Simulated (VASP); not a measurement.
A run of VASP 6.6.1:

File INCAR:

```
ALGO     = Normal         # electronic algorithm
EDIFF    = 1E-6           # SCF threshold, eV
ENCUT    = 520            # plane-wave cutoff, eV
GGA      = PE             # functional
ISIF     = 2              # what is computed and relaxed
ISMEAR   = -5             # smearing method
LASPH    = True           # aspherical terms in the spheres
LCHARG   = False          # write CHGCAR
LREAL    = False          # projectors in reciprocal space
LWAVE    = False          # write WAVECAR
NBANDS   = 48             # bands
NELM     = 100            # most SCF steps
PREC     = Accurate       # precision mode
SIGMA    = 0.1            # smearing width, eV
```

File KPOINTS:

```
k-points
0
Gamma
  4 4 4
```

The input POSCAR:

```
Cu2SnRhS4
1.0
    0.0000000000      5.3548950000      0.0000000000
    5.3548950000      0.0000000000      0.0000000000
    2.6774470000      2.6774470000     -5.3538030000
Sn Rh S Cu
1 1 4 2
Direct
    0.5000000000      0.5000000000      0.0000000000
    0.0000000000      0.0000000000      0.0000000000
    0.3753000000      0.3753000000      0.7336000000
    0.6247000000      0.1089000000      0.2664000000
    0.8911000000      0.8911000000      0.7336000000
    0.1089000000      0.6247000000      0.2664000000
    0.7500000000      0.2500000000      0.5000000000
    0.2500000000      0.7500000000      0.5000000000
```

Potentials or basis: VASP PAW PBE potentials, release 64 (Sn_d, Rh_pv, S, Cu).

Launch:

```sh
$ cat potpaw_PBE.64/Sn_d/POTCAR potpaw_PBE.64/Rh_pv/POTCAR potpaw_PBE.64/S/POTCAR potpaw_PBE.64/Cu/POTCAR > POTCAR
$ mpirun -np 1 vasp_std > vasp.out
```

Hardware: 1 thread of Oxide Virtual Turin-like Processor, with other jobs on the host.

Task: How long does it take, and how much memory?

Result: It took 3.1 min on 1 thread of Oxide Virtual Turin-like Processor (shared host), peak memory 0.29 GiB. Counts: scf iterations 18, k points 13.
